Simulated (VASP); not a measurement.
Set up this calculation in VASP 6.6.1, as the native input.

| Quantity | Value |
| --- | --- |
| Task | single point |
| Functional | LDA |
| Potentials or basis | VASP PAW LDA potentials, release 64 (Te, Sn_d) |
| Cutoff | 520 eV |
| k mesh | 6 × 6 × 6 |
| Occupations | fermi-dirac, width 0.05 eV |
| Spin | no spin polarisation |
| Dipole correction | no |
| Further INCAR settings | ALGO = Normal; EDIFF = 1e-06; NBANDS = 24 |

The structure of SnTe3 lies in POSCAR:

```
SnTe3
1.0
    0.0000000000      3.8867907320      3.8867907320
    3.8867907320      0.0000000000      3.8867907320
    3.8867907320      3.8867907320      0.0000000000
Te Sn
3 1
Direct
    0.5000000000      0.5000000000      0.5000000000
    0.7500000000      0.7500000000      0.7500000000
    0.2500000000      0.2500000000      0.2500000000
    0.0000000000      0.0000000000      0.0000000000
```

This cell differs from its parent crystal: volume scaled by 1.02.

The input as run:

INCAR

```
  ALGO = Normal
  EDIFF = 1E-6
  ENCUT = 520
  ISIF = 2
  ISMEAR = -1
  LASPH = T
  LCHARG = F
  LREAL = F
  LWAVE = F
  NBANDS = 24
  NELM = 100
  PREC = Accurate
  SIGMA = 0.05
```

KPOINTS

```
k-points
0
Gamma
  6 6 6
```

Potentials or basis: VASP PAW LDA potentials, release 64 (Te, Sn_d).

The run is started by

```sh
$ cat potpaw_LDA.64/Te/POTCAR potpaw_LDA.64/Sn_d/POTCAR > POTCAR
$ mpirun -np 1 vasp_std > vasp.out
```

Results of the run:

| Quantity | Value |
| --- | --- |
| Pressure | -4.6 GPa |
| Band gap on the k mesh | zero (band 16 reaches 7.67 eV, above the bottom of band 17 at 5.51 eV) |

Caveat: spin-orbit coupling is left out, which moves the levels of the heavy elements.

Wall time 73 s on 1 thread of AMD EPYC 7R13, on a shared host, peak memory 0.2 GiB.
